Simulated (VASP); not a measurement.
Input of a VASP 6.6.1 run:

INCAR

```
PREC = Accurate
ENCUT = 600
EDIFF = 1E-6
ISMEAR = 0
SIGMA = 0.01
LREAL = False
LASPH = True
NELM = 200
ALGO = Normal
ISIF = 2
LWAVE = False
LCHARG = False
LMAXMIX = 4
LDAU = True
LDAUTYPE = 2
LDAUL = 2 -1
LDAUU = 1.5 0
LDAUJ = 0 0
LDAUPRINT = 1
GGA = PS
NBANDS = 37
GGA_COMPAT = False
```

The input KPOINTS:

```
Automatic mesh
0
Gamma
  4 4 4
```

Contents of POSCAR:

```
Cu2O
1.0
    4.2600000000      0.0000000000      0.0000000000
    0.0000000000      4.2600000000      0.0000000000
    0.0000000000      0.0000000000      4.2600000000
Cu O
4 2
Direct
    0.2500000000      0.2500000000      0.2500000000
    0.2500000000      0.7500000000      0.7500000000
    0.7500000000      0.2500000000      0.7500000000
    0.7500000000      0.7500000000      0.2500000000
    1.0000000000      1.0000000000      1.0000000000
    0.5000000000      0.5000000000      0.5000000000
```

Potentials or basis: VASP PAW PBE potentials, release 64 (Cu, O).

Run with:

```bash
$ cat potpaw_PBE.64/Cu/POTCAR potpaw_PBE.64/O/POTCAR > POTCAR
$ mpirun -np 1 vasp_std > vasp.out
```

(1) Predict the band gap on the k mesh.

(2) What does it give for the pressure?

Results:

(1) 0.58 eV.

(2) -2.9 GPa.

Caveat: semilocal functionals underestimate gaps, and a narrow one can read as zero; the PAW data sets were made with another functional, which shifts forces and pressure a little.
